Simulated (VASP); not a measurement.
# NbIn2Se3 (R-3m) in VASP: single point with PBE

Aim: the single point of NbIn2Se3 with PBE.

Everything below comes from runs of VASP 6.6.1. Logs are shortened: lines on timing, memory, paths and dates and some standing lists are left out, and cuts for length are marked.

## (1) The cell of the first run

The structure is trigonal, space group R-3m (No. 166). Conventional cell: a = 7.230 Å, b = 7.230 Å, c = 10.101 Å, α = 90.00°, β = 90.00°, γ = 120.00°. Within 3.6 Å of Nb (site symmetry -3m) lie 6 Se at 2.68 Å and 2 In at 3.60 Å. Within 3.7 Å of In (site symmetry 3m) lie 3 Se at 2.83 Å and 1 In at 2.90 Å and 1 Nb at 3.60 Å. Se (site symmetry 2/m) has 2 Nb at 2.68 Å and 2 In at 2.83 Å and 4 Se at 3.62 Å within 3.7 Å.

The cell was generated, and may not be a known phase.

## (2) Single point, PBE, collinear spin

Contents of INCAR:

```
SYSTEM = NbIn2Se3
PREC = Accurate ; ENCUT = 520
EDIFF = 1E-6 ; ISMEAR = 0
SIGMA = 0.1 ; LREAL = .False.
LASPH = .True. ; NELM = 150
ALGO = Normal ; ISIF = 2
LWAVE = .False. ; LCHARG = .False.
ISPIN = 2 ; MAGMOM = 0.48 0 0 0 0 0
LORBIT = 11 ; LMAXMIX = 4
GGA = PE ; NBANDS = 42
```

Contents of KPOINTS:

```
Automatic mesh
0
Gamma
  6 6 6
  0 0 0
```

Contents of POSCAR:

```
NbIn2Se3
1.0
    3.6151975506      2.0872352790      3.3671160108
   -3.6151975506      2.0872352790      3.3671160108
    0.0000000000     -4.1744705580      3.3671160108
Nb In Se
1 2 3
Direct
    0.0000000000      0.0000000000      0.0000000000
    0.6436181705      0.6436181705      0.6436181705
    0.3563818295      0.3563818295      0.3563818295
    0.0000000000      0.5000000000      0.0000000000
    0.5000000000      0.0000000000      0.0000000000
    0.0000000000      0.0000000000      0.5000000000
```

Potentials or basis: VASP PAW PBE potentials, release 64 (Nb_sv, In_d, Se).

Launch:

```sh
$ cat potpaw_PBE.64/Nb_sv/POTCAR potpaw_PBE.64/In_d/POTCAR potpaw_PBE.64/Se/POTCAR > POTCAR
$ mpirun -np 1 vasp_std > vasp.out
```

OUTCAR:

```text
SYSTEM = NbIn2Se3
   PREC = Accurate
   ENCUT = 520
   EDIFF = 1E-6
   ISMEAR = 0
   LREAL = .False.
   LASPH = .True.
   NELM = 150
   ISIF = 2
   ISPIN = 2
   LORBIT = 11
   GGA = PE

 ion  position               nearest neighbor table
   1  0.000  0.000  0.000-   6 2.68   6 2.68   4 2.68   5 2.68   4 2.68   5 2.68
   2  0.644  0.644  0.644-   6 2.83   5 2.83   4 2.83   3 2.90
   3  0.356  0.356  0.356-   6 2.83   5 2.83   4 2.83   2 2.90
   4  0.000  0.500  0.000-   1 2.68   1 2.68   3 2.83   2 2.83
   5  0.500  0.000  0.000-   1 2.68   1 2.68   3 2.83   2 2.83
   6  0.000  0.000  0.500-   1 2.68   1 2.68   3 2.83   2 2.83

  LATTYP: Found a trigonal (rhomboedric) cell.
 ALAT       =     5.3631776653
 COS(alpha) =     0.0912389686

  Lattice vectors:

 A1 = (   3.6151975506,   2.0872352790,   3.3671160108)
 A2 = (  -3.6151975506,   2.0872352790,   3.3671160108)
 A3 = (   0.0000000000,  -4.1744705580,   3.3671160108)

Analysis of symmetry for initial positions (statically):
=====================================================================
 Subroutine PRICEL returns:
 Original cell was already a primitive cell.

 Routine SETGRP: Setting up the symmetry group for a
 trigonal (rhombohedral) supercell.

 Subroutine GETGRP returns: Found 12 space group operations
 (whereof 12 operations were pure point group operations)
 out of a pool of 12 trial point group operations.

The static configuration has the point symmetry D_3d.

Analysis of symmetry for dynamics (positions and initial velocities):
=====================================================================
 Subroutine PRICEL returns:
 Original cell was already a primitive cell.

 Routine SETGRP: Setting up the symmetry group for a
 trigonal (rhombohedral) supercell.

 Subroutine GETGRP returns: Found 12 space group operations
 (whereof 12 operations were pure point group operations)
 out of a pool of 12 trial point group operations.

The dynamic configuration has the point symmetry D_3d.

Analysis of structural, dynamic, and magnetic symmetry:
=====================================================================
 Subroutine PRICEL returns:
 Original cell was already a primitive cell.

 Routine SETGRP: Setting up the symmetry group for a
 trigonal (rhombohedral) supercell.

 Subroutine GETGRP returns: Found 12 space group operations
 (whereof 12 operations were pure point group operations)
 out of a pool of 12 trial point group operations.

The overall configuration has the point symmetry D_3d.

 Subroutine INISYM returns: Found 12 space group operations
 (whereof 12 operations are pure point group operations),
 and found     1 'primitive' translations

----------------------------------------------------------------------------------------

                                     Primitive cell

  volume of cell :     152.4449

  direct lattice vectors                    reciprocal lattice vectors
     3.615197551  2.087235279  3.367116011     0.138305028  0.079850445  0.098996688
    -3.615197551  2.087235279  3.367116011    -0.138305028  0.079850445  0.098996688
     0.000000000 -4.174470558  3.367116011     0.000000000 -0.159700891  0.098996688

  length of vectors
     5.363177665  5.363177665  5.363177665     0.187895500  0.187895500  0.187895500

  position of ions in fractional coordinates (direct lattice)
     0.000000000  0.000000000  0.000000000
     0.643618170  0.643618170  0.643618170
     0.356381830  0.356381830  0.356381830
     0.000000000  0.500000000  0.000000000
     0.500000000  0.000000000  0.000000000
     0.000000000  0.000000000  0.500000000

  ion indices of the primitive-cell ions
   primitive index   ion index
                 1           1
                 2           2
                 3           3
                 4           4
                 5           5
                 6           6

----------------------------------------------------------------------------------------

 KPOINTS: Automatic mesh

Automatic generation of k-mesh.
 Grid dimensions read from file:
 generate k-points for:    6    6    6

 Generating k-lattice:

  Cartesian coordinates                     Fractional coordinates (reciprocal lattice)
     0.023050838  0.013308408  0.016499448     0.166666667 -0.000000000 -0.000000000
    -0.023050838  0.013308408  0.016499448    -0.000000000  0.166666667 -0.000000000
     0.000000000 -0.026616815  0.016499448    -0.000000000 -0.000000000  0.166666667

  Length of vectors
     0.031315917  0.031315917  0.031315917

  Shift w.r.t. Gamma in fractional coordinates (k-lattice)
     0.000000000  0.000000000  0.000000000

 Subroutine IBZKPT returns following result:
 ===========================================

 Found     32 irreducible k-points:

 Following reciprocal coordinates:
            Coordinates               Weight
  0.000000  0.000000  0.000000      1.000000
  0.166667 -0.000000  0.000000      6.000000
  0.333333 -0.000000 -0.000000      6.000000
  0.500000 -0.000000 -0.000000      3.000000
  0.166667  0.166667  0.000000      6.000000
  0.333333  0.166667 -0.000000     12.000000
[... 16 lines left out ...]
  0.500000  0.500000  0.166667      6.000000
 -0.333333  0.500000  0.166667     12.000000
 [... further k-points ...]
   k-points           NKPTS =     32   k-points in BZ     NKDIM =     32   number of bands    NBANDS=     42
   number of dos      NEDOS =    301   number of ions     NIONS =      6
   total plane-waves  NPLWV =  64000
   dimension x,y,z NGX =    40 NGY =   40 NGZ =   40
   dimension x,y,z NGXF=    80 NGYF=   80 NGZF=   80
   ions per type =               1   2   3
   NGX,Y,Z   is equivalent  to a cutoff of  12.40, 12.40, 12.40 a.u.
   NGXF,Y,Z  is equivalent  to a cutoff of  24.80, 24.80, 24.80 a.u.
 SYSTEM =  NbIn2Se3
   PREC   = accura    normal or accurate (medium, high low for compatibility)
   ISTART =      0    job   : 0-new  1-cont  2-samecut
   ICHARG =      2    charge: 1-file 2-atom 10-const
   ISPIN  =      2    spin polarized calculation?
   LNONCOLLINEAR =      F non collinear calculations
   LSORBIT =      F    spin-orbit coupling
   LASPH  =      T    aspherical Exc in radial PAW
   ENCUT  =  520.0 eV  38.22 Ry    6.18 a.u.   9.97  9.97  9.97*2*pi/ulx,y,z
   NELM   =    150;   NELMIN=  2; NELMDL= -5     # of ELM steps
   EDIFF  = 0.1E-05   stopping-criterion for ELM
   LREAL  =      F    real-space projection
[... 7 lines left out ...]
   TEBEG  =    0.0;   TEEND  =   0.0 temperature during run
   PSTRESS=    0.0 pullay stress
   NELECT =      57.0000    total number of electrons
   NUPDOWN=      -1.0000    fix difference up-down
   EMIN   =  10.00;   EMAX   =-10.00  energy-range for DOS
   EFERMI =   0.00;   METHOD = LEGACY
   ISMEAR =     0;   SIGMA  =   0.10  broadening in eV -4-tet -1-fermi 0-gaus
   EFERMI_NEDOS =   21; number of points for ismear=-14 and -15
   IALGO  =     38    algorithm
   IMIX   =      4    mixing-type and parameters
     AMIX     =   0.40;   BMIX     =  1.00
     AMIX_MAG =   1.60;   BMIX_MAG =  1.00
  volume/ion in A,a.u.               =      25.41       171.46
  Fermi-wavevector in a.u.,A,eV,Ry     =   1.179403  2.228748 18.925584  1.390991
  Thomas-Fermi vector in A             =   2.315714
   LORBIT       =     11    0 simple, 1 ext, 2 COOP (PROOUT), +10 PAW based schemes
   GGA     = PE    functional components
   LHFCALC =     F    Hartree Fock is set to
   AEXX    =    0.0000 exact exchange contribution
   IVDW    =     0    specifies the selected vdW correction
   LEPSILON=     F    determine dielectric tensor
   LRPA    =     F    only Hartree local field effects (RPA)
 spin polarized calculation
 Gauss-broadening in eV      SIGMA  =   0.10
  energy-cutoff  :      520.00
  volume of cell :      152.44
 maximum number of plane-waves:      4134
   NGX = 19   NGY = 19   NGZ = 19

 number of electron      56.9999962 magnetization       0.0000265

 Free energy of the ion-electron system (eV)
  ---------------------------------------------------
  ext. energy  EPLUGINS =         0.00000000
  ---------------------------------------------------
  free energy    TOTEN  =       -27.65231424 eV

  energy without entropy =      -27.64072329  energy(sigma->0) =      -27.64651876

 E-fermi :   5.6814     XC(G=0):  -9.7926

 val. band max:        5.6623608578   @ k =  -0.3333   0.1667   0.1667
 cond. band min:       5.7179001100   @ k =  -0.3333   0.1667   0.0000
 fundamental gap:      0.0555392522
 Fermi energy:         5.6814089938

 spin component 1

 k-point     1 :       0.0000    0.0000    0.0000
  band No.  band energies     occupation
      1     -50.3886      1.00000
      2     -26.4568      1.00000
      3     -26.4568      1.00000
      4     -26.3695      1.00000
      5      -9.0753      1.00000
      6      -8.9362      1.00000
[... 32 lines left out ...]
     39      10.1132      0.00000
[... 988 lines left out ...]
     39      11.8034      0.00000
     40      12.1196      0.00000

 [... further k-points ...]

 spin component 2

 k-point     1 :       0.0000    0.0000    0.0000
  band No.  band energies     occupation
      1     -50.3885      1.00000
      2     -26.4568      1.00000
      3     -26.4568      1.00000
      4     -26.3695      1.00000
      5      -9.0753      1.00000
      6      -8.9362      1.00000
[... 32 lines left out ...]
     39      10.1133      0.00000
[... 988 lines left out ...]
     39      11.8034      0.00000
     40      12.1195      0.00000

 [... further k-points ...]

 [bands above 40 left out]

------------------------ aborting loop because EDIFF is reached ----------------------------------------

  FORCE on cell =-STRESS in cart. coord.  units (eV):
  Direction    XX          YY          ZZ          XY          YZ          ZX
  --------------------------------------------------------------------------------------
  -------------------------------------------------------------------------------------
  Total       -0.0199484     -0.0199484      0.0099009     -0.0000000      0.0000000     -0.0000000
  in kB       -0.2096555     -0.2096555      0.1040572     -0.0000000      0.0000000     -0.0000000
  external PRESSURE =      -0.1050846 kB  Pullay stress =       0.0000000 kB

 VOLUME and BASIS-vectors are now :
 -----------------------------------------------------------------------------
  energy-cutoff  :      520.00
  volume of cell :      152.44
      direct lattice vectors                 reciprocal lattice vectors
     3.615197551  2.087235279  3.367116011     0.138305028  0.079850445  0.098996688
    -3.615197551  2.087235279  3.367116011    -0.138305028  0.079850445  0.098996688
     0.000000000 -4.174470558  3.367116011     0.000000000 -0.159700891  0.098996688

 POSITION                                       TOTAL-FORCE (eV/Angst)
 -----------------------------------------------------------------------------------
      0.00000      0.00000      0.00000        -0.000000     -0.000000     -0.000000
      0.00000      0.00000      6.50141        -0.000000      0.000000     -0.009886
      0.00000      0.00000      3.59994        -0.000000      0.000000      0.009886
     -1.80760      1.04362      1.68356        -0.000000     -0.000000      0.000000
      1.80760      1.04362      1.68356         0.000000      0.000000     -0.000000
      0.00000     -2.08724      1.68356        -0.000000      0.000000      0.000000
 -----------------------------------------------------------------------------------
    total drift:                               -0.000000      0.000000      0.000000

  FREE ENERGIE OF THE ION-ELECTRON SYSTEM (eV)
  ---------------------------------------------------
  free  energy   TOTEN  =       -27.6523142360 eV

  energy  without entropy=      -27.6407232890  energy(sigma->0) =      -27.64651876

 total charge

# of ion       s       p       d       tot
------------------------------------------
    1        2.132   5.978   2.342  10.452
    2        1.049   0.392   9.870  11.310
    3        1.049   0.392   9.870  11.310
    4        1.458   2.359   0.034   3.852
    5        1.458   2.359   0.034   3.852
    6        1.458   2.359   0.034   3.852
--------------------------------------------------
tot          8.604  13.840  22.183  44.626

 magnetization (x)

# of ion       s       p       d       tot
------------------------------------------
    1        0.000   0.000   0.000   0.000
    2        0.000   0.000  -0.000   0.000
    3        0.000   0.000  -0.000   0.000
    4        0.000   0.000  -0.000   0.000
    5        0.000   0.000  -0.000   0.000
    6        0.000   0.000  -0.000   0.000
--------------------------------------------------
tot          0.000   0.000   0.000   0.000
```

Wall time 3.7 min (1 thread of AMD EPYC 9R45 (Zen 5), shared host); peak memory 0.45 GiB.

What came out:

```
Free energy                                           : -27.6523 eV
Pressure                                              : 0.0 GPa
Largest force                                         : 0.010 eV/Å
Net moment                                            : 0.00 μB per cell
Valence electrons inside the program's atomic spheres : Nb 10.45; In 11.31; Se 3.85
```

Forces on the atoms (eV/Å):
```
Nb   0.000  0.000  0.000
In   0.000  0.000 -0.010
In   0.000  0.000  0.010
Se   0.000  0.000  0.000
Se   0.000  0.000  0.000
Se   0.000  0.000  0.000
```

Caveat: spin-orbit coupling is left out, which moves the levels of the heavy elements.
